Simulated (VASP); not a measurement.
Input of a VASP 6.6.1 run:

Contents of INCAR:

```
SYSTEM = As3Se2
PREC = Accurate
ENCUT = 600
EDIFF = 1E-7
ISMEAR = 0
SIGMA = 0.1
LREAL = .False.
LASPH = .True.
NELM = 100
ALGO = Normal
ISIF = 3
LWAVE = .False.
LCHARG = .False.
GGA = PE
IBRION = 2
NSW = 90
EDIFFG = -0.04
```

The input KPOINTS:

```
Automatic mesh
0
Gamma
  6 6 4
  0 0 0
```

POSCAR

```
As3Se2
1.0
    4.8410696000      0.0000000000      0.0000000000
   -2.4205348000      4.1924892600      0.0000000000
    0.0000000000      0.0000000000      5.9446580500
As Se
3 2
Direct
    0.0000000000      0.0000000000      0.7454000100
    0.0000000000      0.0000000000      0.2545999900
    0.6666666700      0.3333333300      0.0000000000
    0.6666666700      0.3333333300      0.5000000000
    0.3333333300      0.6666666700      0.0000000000
```

Potentials or basis: VASP PAW PBE potentials, release 64 (As, Se).

Command:

```console
$ cat potpaw_PBE.64/As/POTCAR potpaw_PBE.64/Se/POTCAR > POTCAR
$ mpirun -np 1 vasp_std > vasp.out
```

Q: Estimate the relaxed volume.

A: 22.28 Å³/atom.

Q: Predict the relaxed cell.

A: a = 4.802 Å, b = 4.802 Å, c = 5.580 Å, α = 90.00°, β = 90.00°, γ = 120.00°.

Forces on the atoms (eV/Å):
```
As   0.000  0.000  0.004
As   0.000  0.000 -0.004
As   0.000  0.000  0.000
Se   0.000  0.000  0.000
Se   0.000  0.000  0.000
```
